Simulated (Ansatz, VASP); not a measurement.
Mo in VASP and in Ansatz

INCAR

```
SYSTEM = Mo
PREC = Accurate
ENCUT = 520
EDIFF = 1E-6
ISMEAR = 0
SIGMA = 0.15
LREAL = .False.
LASPH = .True.
NELM = 100
ALGO = Fast
ISIF = 2
LWAVE = .False.
LCHARG = .True.
GGA = PE
LELF = .True.
LVHAR = .True.
NBANDS = 13
```

Contents of KPOINTS:

```
Automatic mesh
0
Gamma
  22 22 22
  0 0 0
```

The input POSCAR:

```
Mo
1.0
   -1.5867100000      1.5710000000      1.5867100000
    1.5552900000     -1.5710000000      1.5552900000
    1.5867100000      1.5710000000     -1.5867100000
Mo
1
Direct
    0.0000000000      0.0000000000      0.0000000000
```

Input for Ansatz:

```yaml
crystal:
  lattice:
    - [-1.58671, 1.571, 1.58671]
    - [1.55529, -1.571, 1.55529]
    - [1.58671, 1.571, -1.58671]
  atoms:
    - { symbol: Mo, position: [0.0, 0.0, 0.0] }
basis:
  ecutwfc: 420
kpoints:
  mp_grid: { grid: [22, 22, 22] }
hamiltonian:
  xc: pbe
scf:
  occupations: { method: gaussian, width: 0.15 }
output:
  forces: true
  stress: true
  eigenvalues: true
```

Change from the starting cell: strain -0.0200 x Voigt [0, 0, 0, 0, 1, 0], atoms carried along.

Alike in both runs: task single point; functional PBE; k mesh 22 × 22 × 22; occupations gaussian, width 0.15 eV; no spin polarisation.

```csv
,VASP,Ansatz
version,VASP 6.6.1,Ansatz 0.2.0
potentials or method,"VASP PAW PBE potentials, release 64 (Mo_sv), cutoff 520 eV","scalar-relativistic, plane waves, PAW"
valence electrons in the cell,14,14
```

```tsv
	VASP	Ansatz	Ansatz less VASP
gap on the k mesh at the Fermi level (eV)	none	none	-
pressure (GPa)	5.5	4.9	-0.58
traceless stress, the component that is largest in VASP (GPa)	2.11	2.09	-0.016
```

A gap of «none» marks a metal or a gap that the smearing closes. With one functional, cell and mesh, what is left measures potentials, basis and numerics.
